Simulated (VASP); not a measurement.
The system is BaTiO3 (Barioperovskite).

```
CELL_PARAMETERS angstrom
4.03795 0.00000 0.00000
0.00000 2.87423 2.88259
0.00000 -2.87423 2.88259
ATOMIC_POSITIONS crystal
Ba 0.00000 0.00000 0.00000
Ti 0.50000 0.51240 0.51240
O 0.50000 0.99184 0.50524
O 0.50000 0.50524 0.99184
O 0.00000 0.48740 0.48740
```

Base run:

- Program: VASP 6.6.1
- Functional: PBE
- Potentials or basis: VASP PAW PBE potentials, release 64 (Ba_sv, Ti_sv, O)
- Cutoff: 520 eV
- k mesh: 7 × 7 × 7
- Occupations: fermi-dirac, width 0.05 eV
- Spin: no spin polarisation

Its results: band gap on the k mesh 1.84 eV, indirect (least direct gap 2.01 eV); pressure -2.3 GPa; largest force 0.374 eV/Å.

Task: The run is repeated on the same cell with these changes: functional from PBE to PBEsol. What comes out?

Result: Band gap on the k mesh 1.79 eV, indirect (least direct gap 1.97 eV); pressure -8.1 GPa; largest force 0.405 eV/Å.

PBEsol binds more tightly than PBE, so the same cell stands under less pressure.

Caveats: spin-orbit coupling is left out, which moves the levels of the heavy elements; the PAW data sets were made with another functional, which shifts forces and pressure a little (some runs).

A k mesh can miss the band edges.
